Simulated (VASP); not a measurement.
# Cl2 in VASP: single point with r2SCAN+rVV10

Aim: the single point of Cl2 with r2SCAN+rVV10.

Program: VASP 6.6.1. These are calculated values, not measurements. Logs are shortened: lines on timing, memory, paths and dates and some standing lists are left out, and cuts for length are marked.

## 1. The cell of the first run

The cell holds a molecule in a box, 2 atoms: a = 10.000 Å, b = 10.500 Å, c = 11.000 Å, α = 90.00°, β = 90.00°, γ = 90.00°.

## 2. Single point, r2SCAN+rVV10

Contents of POSCAR:

```
Cl
1.0
   10.0000000000      0.0000000000      0.0000000000
    0.0000000000     10.5000000000      0.0000000000
    0.0000000000      0.0000000000     11.0000000000
Cl
2
Direct
    0.5000000000      0.5000000000      0.4095454545
    0.5000000000      0.5000000000      0.5904545455
```

Contents of INCAR.step1:

```
ALGO = Normal
EDIFF = 1E-5
ENCUT = 440
GGA = PE
GGA_COMPAT = F
ISMEAR = 0
LASPH = T
LCHARG = F
LREAL = F
LWAVE = T
NBANDS = 14
NELM = 120
NELMDL = -8
PREC = Accurate
SIGMA = 0.01
```

Contents of INCAR.step2:

```
ALGO = Normal
BPARAM = 11.95
CPARAM = 0.0093
EDIFF = 1E-6
ENCUT = 440
GGA_COMPAT = F
ISIF = 2
ISMEAR = 0
ISTART = 1
IVDW_NL = 2
LASPH = T
LCHARG = T
LELF = T
LMIXTAU = T
LREAL = F
LUSE_VDW = T
LVHAR = T
LWAVE = F
METAGGA = R2SCAN
NBANDS = 14
NELM = 120
PREC = Accurate
SIGMA = 0.01
```

Contents of KPOINTS:

```
k-points
0
Gamma
  1 1 1
```

Potentials or basis: VASP PAW PBE potentials, release 64 (Cl).

Started as:

```sh
cat potpaw_PBE.64/Cl/POTCAR > POTCAR
cp INCAR.step1 INCAR
mpirun -np 1 vasp_gam > vasp.out
cp INCAR.step2 INCAR
mpirun -np 1 vasp_gam > vasp.out
```

OUTCAR:

```text
BPARAM = 11.95
   EDIFF = 1E-6
   ENCUT = 440
   ISIF = 2
   ISMEAR = 0
   ISTART = 1
   IVDW_NL = 2
   LASPH = T
   LREAL = F
   METAGGA = R2SCAN
   NELM = 120
   PREC = Accurate

 ion  position               nearest neighbor table
   1  0.500  0.500  0.410-   2 1.99
   2  0.500  0.500  0.590-   1 1.99

  LATTYP: Found a simple orthorhombic cell.
 ALAT       =    10.0000000000
 B/A-ratio  =     1.0500000000
 C/A-ratio  =     1.1000000000

  Lattice vectors:

 A1 = (  10.0000000000,   0.0000000000,   0.0000000000)
 A2 = (   0.0000000000,  10.5000000000,   0.0000000000)
 A3 = (   0.0000000000,   0.0000000000,  11.0000000000)

Analysis of symmetry for initial positions (statically):
=====================================================================
 Subroutine PRICEL returns:
 Original cell was already a primitive cell.

 Routine SETGRP: Setting up the symmetry group for a
 simple orthorhombic supercell.

 Subroutine GETGRP returns: Found  8 space group operations
 (whereof  8 operations were pure point group operations)
 out of a pool of  8 trial point group operations.

The static configuration has the point symmetry D_2h.

Analysis of symmetry for dynamics (positions and initial velocities):
=====================================================================
 Subroutine PRICEL returns:
 Original cell was already a primitive cell.

 Routine SETGRP: Setting up the symmetry group for a
 simple orthorhombic supercell.

 Subroutine GETGRP returns: Found  8 space group operations
 (whereof  8 operations were pure point group operations)
 out of a pool of  8 trial point group operations.

The dynamic configuration has the point symmetry D_2h.

 Subroutine INISYM returns: Found  8 space group operations
 (whereof  8 operations are pure point group operations),
 and found     1 'primitive' translations

----------------------------------------------------------------------------------------

                                     Primitive cell

  volume of cell :    1155.0000

  direct lattice vectors                    reciprocal lattice vectors
    10.000000000  0.000000000  0.000000000     0.100000000  0.000000000  0.000000000
     0.000000000 10.500000000  0.000000000     0.000000000  0.095238095  0.000000000
     0.000000000  0.000000000 11.000000000     0.000000000  0.000000000  0.090909091

  length of vectors
[... 59 lines left out ...]
   LREAL  =      F    real-space projection
   EDIFFG = 0.1E-04   stopping-criterion for IOM
   NSW    =      0    number of steps for IOM
   IBRION =     -1    ionic relax: 0-MD 1-quasi-New 2-CG
   NFREE  =      0    steps in history (QN), initial steepest desc. (CG)
   ISIF   =      2    stress and relaxation
   ISYM   =      2    0-nonsym 1-usesym 2-fastsym
   POTIM  = 0.5000    time-step for ionic-motion
   TEBEG  =    0.0;   TEEND  =   0.0 temperature during run
   PSTRESS=    0.0 pullay stress
   NELECT =      14.0000    total number of electrons
   NUPDOWN=      -1.0000    fix difference up-down
   EMIN   =  10.00;   EMAX   =-10.00  energy-range for DOS
   EFERMI =   0.00;   METHOD = LEGACY
   ISMEAR =     0;   SIGMA  =   0.01  broadening in eV -4-tet -1-fermi 0-gaus
   EFERMI_NEDOS =   21; number of points for ismear=-14 and -15
   IALGO  =     38    algorithm
   IMIX   =      4    mixing-type and parameters
     AMIX     =   0.40;   BMIX     =  1.00
     AMIX_MAG =   1.60;   BMIX_MAG =  1.00
  volume/ion in A,a.u.               =     577.50      3897.16
  Fermi-wavevector in a.u.,A,eV,Ry     =   0.376060  0.710650  1.924149  0.141421
  Thomas-Fermi vector in A             =   1.307622
   LORBIT       =      0    0 simple, 1 ext, 2 COOP (PROOUT), +10 PAW based schemes
   METAGGA = R2SCAN    functional components
   LHFCALC =     F    Hartree Fock is set to
   AEXX    =    0.0000 exact exchange contribution
   IVDW_NL    =     2    kernel type
   BPARAM     =11.9500
   IVDW    =     0    specifies the selected vdW correction
   LEPSILON=     F    determine dielectric tensor
   LRPA    =     F    only Hartree local field effects (RPA)
 non-spin polarized calculation
 Gauss-broadening in eV      SIGMA  =   0.01
  energy-cutoff  :      440.00
  volume of cell :     1155.00
 maximum number of plane-waves:     12069
 NGX is ok and might be reduce to    70
   NGX = 35   NGY = 35   NGZ = 37

 number of electron      13.9999995 magnetization

 Free energy of the ion-electron system (eV)
  ---------------------------------------------------
  ext. energy  EPLUGINS =         0.00000000
  ---------------------------------------------------
  free energy    TOTEN  =       -11.49498463 eV

  energy without entropy =      -11.49498463  energy(sigma->0) =      -11.49498463

 E-fermi :  -7.1461     XC(G=0):  -0.5409

 val. band max:       -7.2470446231   @ k =   0.0000   0.0000   0.0000
 cond. band min:      -3.7594729025   @ k =   0.0000   0.0000   0.0000
 fundamental gap:      3.4875717206
 Fermi energy:        -7.1460558878

 k-point     1 :       0.0000    0.0000    0.0000
  band No.  band energies     occupation
      1     -24.2297      2.00000
      2     -19.7528      2.00000
      3     -12.0659      2.00000
      4     -10.0409      2.00000
      5     -10.0408      2.00000
      6      -7.2471      2.00000
      7      -7.2470      2.00000
      8      -3.7595      0.00000
      9       0.1764      0.00000
     10       1.2936      0.00000
     11       1.4972      0.00000
     12       1.5756      0.00000
     13       1.5915      0.00000
     14       1.7103      0.00000

------------------------ aborting loop because EDIFF is reached ----------------------------------------

  FORCE on cell =-STRESS in cart. coord.  units (eV):
  Direction    XX          YY          ZZ          XY          YZ          ZX
  --------------------------------------------------------------------------------------
  -------------------------------------------------------------------------------------
  Total       -0.0432097     -0.0439327     -0.4472560      0.0000000      0.0000000      0.0000000
  in kB       -0.0599391     -0.0609419     -0.6204185      0.0000000      0.0000000      0.0000000
  external PRESSURE =      -0.2470998 kB  Pullay stress =       0.0000000 kB

 VOLUME and BASIS-vectors are now :
 -----------------------------------------------------------------------------
  energy-cutoff  :      440.00
  volume of cell :     1155.00
      direct lattice vectors                 reciprocal lattice vectors
    10.000000000  0.000000000  0.000000000     0.100000000  0.000000000  0.000000000
     0.000000000 10.500000000  0.000000000     0.000000000  0.095238095  0.000000000
     0.000000000  0.000000000 11.000000000     0.000000000  0.000000000  0.090909091

 POSITION                                       TOTAL-FORCE (eV/Angst)
 -----------------------------------------------------------------------------------
      5.00000      5.25000      4.50500         0.000000      0.000000      0.203128
      5.00000      5.25000      6.49500         0.000000      0.000000     -0.203128
 -----------------------------------------------------------------------------------
    total drift:                                0.000000      0.000000      0.000000

  FREE ENERGIE OF THE ION-ELECTRON SYSTEM (eV)
  ---------------------------------------------------
  free  energy   TOTEN  =       -11.4949846314 eV

  energy  without entropy=      -11.4949846314  energy(sigma->0) =      -11.49498463
```

OUTCAR.step1:

```text
EDIFF = 1E-5
   ENCUT = 440
   GGA = PE
   ISMEAR = 0
   LASPH = T
[... 215 lines left out ...]
 -----------------------------------------------------------------------------------
      5.00000      5.25000      4.50500         0.000000      0.000000     -0.068055
      5.00000      5.25000      6.49500         0.000000      0.000000      0.068055
 -----------------------------------------------------------------------------------
    total drift:                                0.000000      0.000000     -0.000000

  FREE ENERGIE OF THE ION-ELECTRON SYSTEM (eV)
  ---------------------------------------------------
  free  energy   TOTEN  =        -3.5971084480 eV

  energy  without entropy=       -3.5971084480  energy(sigma->0) =       -3.59710845
```

OSZICAR.step1:

```text
N       E                     dE             d eps       ncg     rms          rms(c)
DAV:   1     0.155512741578E+03    0.15551E+03   -0.29328E+03    28   0.519E+02
DAV:   2     0.490381196533E+02   -0.10647E+03   -0.95742E+02    48   0.871E+01
DAV:   3    -0.204828379878E+01   -0.51086E+02   -0.50891E+02    48   0.854E+01
[... 13 lines left out ...]
DAV:  17    -0.359687092239E+01   -0.27735E-03   -0.23083E-05    40   0.211E-02    0.617E-03
DAV:  18    -0.359700614036E+01   -0.13522E-03   -0.68100E-06    28   0.124E-02    0.318E-03
DAV:  19    -0.359707200092E+01   -0.65861E-04   -0.25847E-06    36   0.744E-03    0.582E-03
DAV:  20    -0.359710091940E+01   -0.28918E-04   -0.11330E-06    34   0.477E-03    0.302E-03
DAV:  21    -0.359710844800E+01   -0.75286E-05   -0.17539E-07    26   0.209E-03
   1 F= -.35971084E+01 E0= -.35971084E+01  d E =-.893070E-15
```

It took 27 min on 1 thread of Intel Xeon 8259CL, shared host; peak memory 2.1 GiB.

Results:

- Free energy: -11.4950 eV
- Largest force: 0.203 eV/Å
- Gap between the frontier levels: 3.49 eV

Forces in eV/Å, atoms in the order of the input:
```
Cl   0.000  0.000  0.203
Cl   0.000  0.000 -0.203
```

Levels at points of the mesh, in eV from the valence-band top:
```tsv
k point	band 3	band 4	band 5	band 6	band 7	band 8	band 9	band 10	band 11	band 12
(0.00, 0.00, 0.00)	-4.82	-2.79	-2.79	0.00	0.00	3.49	7.42	8.54	8.74	8.82
```

Caveat: the PAW data sets were made with another functional, which shifts forces and pressure a little.
